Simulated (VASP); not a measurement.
A run of VASP 6.6.1 is set up as follows.

Contents of INCAR:

```
  PREC = Accurate
  ENCUT = 520
  EDIFF = 1E-6
  ISMEAR = 0
  SIGMA = 0.05
  LREAL = F
  LASPH = T
  NELM = 100
  ALGO = Normal
  ISIF = 2
  LWAVE = F
  LCHARG = T
  LELF = T
  LVHAR = T
  NBANDS = 28
```

The input KPOINTS:

```
regular mesh
0
Gamma
  4 4 4
```

POSCAR

```
RbCaBr3
1.0
    5.9087907000      0.0000000000      0.0000000000
    0.0000000000      5.9087907000      0.0000000000
    0.0000000000      0.0000000000      5.7366900000
Rb Ca Br
1 1 3
Direct
    0.5000000000      0.5000000000      0.5000000000
    0.0000000000      0.0000000000      0.0000000000
    0.5000000000      0.0000000000      0.0000000000
    0.0000000000      0.5000000000      0.0000000000
    0.0000000000      0.0000000000      0.5000000000
```

Potentials or basis: VASP PAW LDA potentials, release 64 (Rb_sv, Ca_sv, Br).

Run with:

```bash
$ cat potpaw_LDA.64/Rb_sv/POTCAR potpaw_LDA.64/Ca_sv/POTCAR potpaw_LDA.64/Br/POTCAR > POTCAR
$ mpirun -np 1 vasp_std > vasp.out
```

Estimate the pressure.

-3.1 GPa.

What does it give for the band gap on the k mesh?

3.57 eV (least direct gap 3.87 eV).

Stress tensor (GPa, compression positive):
```
-3.32  0.00  0.00
 0.00 -3.32  0.00
 0.00  0.00 -2.60
```

Caveat: the cell differs from its parent crystal (strain +0.030 along x and y, +0.000 along z); the cell stands under tension. A k mesh can miss the band edges.
